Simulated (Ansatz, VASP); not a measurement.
**Sn: VASP beside Ansatz**

INCAR

```
SYSTEM = Sn
ALGO     = Fast           ! electronic algorithm
EDIFF    = 1E-6           ! SCF threshold, eV
EDIFFG   = -0.01          ! ionic threshold
ENCUT    = 600            ! plane-wave cutoff, eV
GGA      = PE             ! functional
IBRION   = 2              ! ionic algorithm
ISIF     = 3              ! what is computed and relaxed
ISMEAR   = 0              ! smearing method
LASPH    = .True.         ! aspherical terms in the spheres
LCHARG   = .False.        ! write CHGCAR
LREAL    = .False.        ! projectors in reciprocal space
LWAVE    = .False.        ! write WAVECAR
NELM     = 80             ! most SCF steps
NSW      = 100            ! ionic steps
PREC     = Accurate       ! precision mode
SIGMA    = 0.1            ! smearing width, eV
```

File KPOINTS:

```
k-points
0
Gamma
  18 18 18
  0 0 0
```

Contents of POSCAR:

```
Sn
1.0
    3.2679015000      0.0000000000      0.0000000000
   -1.6339508000      2.8300857000      0.0000000000
    0.0000000000      0.0000000000      3.0726471000
Sn
1
Direct
    0.0000000000      0.0000000000      0.5000000000
```

Input for Ansatz:

```yaml
crystal:
  lattice:
    - [3.2679015, 0.0, 0.0]
    - [-1.6339508, 2.8300857, 0.0]
    - [0.0, 0.0, 3.0726471]
  atoms:
    - { symbol: Sn, position: [0.0, 0.0, 0.5] }
basis:
  ecutwfc: 420
kpoints:
  mp_grid: { grid: [18, 18, 18] }
hamiltonian:
  xc: pbe
scf:
  occupations: { method: gaussian, width: 0.1 }
output:
  forces: true
  stress: true
  eigenvalues: true
  write_density: true
  write_potential: true
  elf: true
  volumetric_format: npy
relax:
  adjacent_minimum: "off"
  f_tol: 0.01
  max_steps: 80
  cell: { stress_tol: 0.05 }
```

Alike in both runs: task relaxation of cell and atoms; functional PBE; k mesh 18 × 18 × 18; occupations gaussian, width 0.1 eV; no spin polarisation.

|  | VASP | Ansatz |
| --- | --- | --- |
| version | VASP 6.6.1 | Ansatz 0.2.0 |
| potentials or method | VASP PAW PBE potentials, release 64 (Sn_d), cutoff 600 eV | scalar-relativistic, plane waves, PAW |
| valence electrons in the cell | 14 | 14 |

|  | VASP | Ansatz | Ansatz less VASP |
| --- | --- | --- | --- |
| gap on the k mesh at the Fermi level, each at its own relaxed structure (eV) | none | none | - |
| relaxed volume (Å³/atom) | 28.42 | 28.42 | 0.000 |
| relaxed cell length with the largest relative difference (Å) | 3.268 | 3.268 | 0.0000 |

A gap of «none» marks a metal or a gap that the smearing closes.

Noted on VASP's run: the relaxation stopped at its first step, so nothing moved.
